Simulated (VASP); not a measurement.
**RbCl: single point with LDA**

Crystal: RbCl.

```
Rb Cl
1.0
     0.00000    3.30581    3.30581
     3.30581    0.00000    3.30581
     3.30581    3.30581    0.00000
Rb Cl
1 1
Direct
  0.00000 0.00000 0.00000
  0.50000 0.50000 0.50000
```

```
Program                : VASP 6.6.1
Task                   : single point
Functional             : LDA
Potentials or basis    : VASP PAW LDA potentials, release 64 (Rb_sv, Cl)
Cutoff                 : 500 eV
k mesh                 : 6 × 6 × 6
Occupations            : gaussian, width 0.01 eV
Spin                   : no spin polarisation
Dipole correction      : no
Further INCAR settings : ALGO = Normal; EDIFF = 1e-06; NBANDS = 15
```

```
Pressure               : -1.8 GPa
Band gap on the k mesh : 4.52 eV, direct
```

Levels at points of the mesh, in eV from the valence-band top:
```tsv
k point	band 5	band 6	band 7	band 8	band 9	band 10	band 11	band 12
(0.00, 0.00, 0.00)	-7.93	0.00	0.00	0.00	4.52	7.70	7.70	7.70
(0.50, 0.00, 0.00)	-7.91	-0.91	-0.35	-0.35	7.30	7.58	9.86	9.86
(0.50, 0.50, 0.00)	-8.03	-0.34	-0.11	-0.11	5.86	7.64	9.20	9.87
```

Run time: 12 s on 1 thread of Intel(R) Xeon(R) Platinum 8375C CPU @ 2.90GHz (Ice Lake), with other jobs on the host, peak memory 0.17 GiB.

Expect the measured gap to be larger: semilocal functionals such as LDA lack the derivative discontinuity.
